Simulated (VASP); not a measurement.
Crystal: BaZrO3.

```
Ba Zr O
1.0
     4.19134    0.00000    0.00000
     0.00000    4.19134    0.00000
     0.00000    0.00000    4.19134
Ba Zr O
1 1 3
Cartesian
  0.0000 0.0000 0.0000
  2.0957 2.0957 2.0957
  0.0000 2.0957 2.0957
  2.0957 0.0000 2.0957
  2.0957 2.0957 0.0000
```

| Item | Value |
| --- | --- |
| Program | VASP 6.6.1 |
| Task | relaxation of cell and atoms |
| Functional | LDA |
| Potentials or basis | VASP PAW LDA potentials, release 64 (Ba_sv, Zr_sv, O) |
| Cutoff | 600 eV |
| k mesh | 6 × 6 × 6 |
| Occupations | fermi-dirac, width 0.02 eV |
| Spin | no spin polarisation |

At the start: pressure -4.0 GPa; volume 14.73 Å³/atom.

Task: How do energy, volume and symmetry change on relaxing?

Result: Over 3 steps the energy falls by 4.5 meV/atom and the volume is 14.38 Å³/atom (-2.4 %); space group Pm-3m (No. 221, to 0.1 Å) before and after.

Step by step:
```tsv
step	energy change (eV)	largest force (eV/Å)	pressure (GPa)	volume (Å³)
1	0.0000	0.0000	-4.00	73.63
2	0.0125	0.0000	5.51	69.78
3	-0.0224	0.0000	-0.03	71.88
```

Final structure:
```
CELL_PARAMETERS angstrom
4.15793 0.00000 0.00000
0.00000 4.15793 0.00000
0.00000 0.00000 4.15793
ATOMIC_POSITIONS crystal
Ba 0.00000 0.00000 0.00000
Zr 0.50000 0.50000 0.50000
O 0.00000 0.50000 0.50000
O 0.50000 0.00000 0.50000
O 0.50000 0.50000 0.00000
```
